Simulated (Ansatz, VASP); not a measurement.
**One calculation of BeTe2, two programs**

```
Be Te
1.0
    -2.45380    2.45380    3.14445
     2.45380   -2.45380    3.14445
     2.45380    2.45380   -3.14445
Be Te
1 2
Direct
  0.00000 0.00000 0.00000
  0.75000 0.25000 0.50000
  0.25000 0.75000 0.50000
```

Alike in both runs: functional PBE; k mesh 5 × 5 × 5; occupations gaussian, width 0.2 eV; no spin polarisation.

Ansatz relaxed the structure, and its values are those at the end. VASP's run is a single point on that final structure, the one shown.

|  | VASP | Ansatz |
| --- | --- | --- |
| version | VASP 6.6.1 | Ansatz 0.2.0 |
| potentials or method | VASP PAW PBE potentials, release 64 (Be, Te), cutoff 600 eV | scalar-relativistic, plane waves, PAW |
| valence electrons in the cell | 14 | 34 |

```tsv
	VASP	Ansatz	Ansatz less VASP
gap on the k mesh at the Fermi level (eV)	none	none	-
pressure (GPa)	-0.2	-0.2	+0.01
```

A gap of «none» marks a metal or a gap that the smearing closes. VASP's potentials hold 14 valence electrons a cell and Ansatz's 34, so a difference there can come from the potentials and not from the codes.

The k mesh is coarse, so the values compare programs but aren't converged. Neither program's run includes spin-orbit coupling.
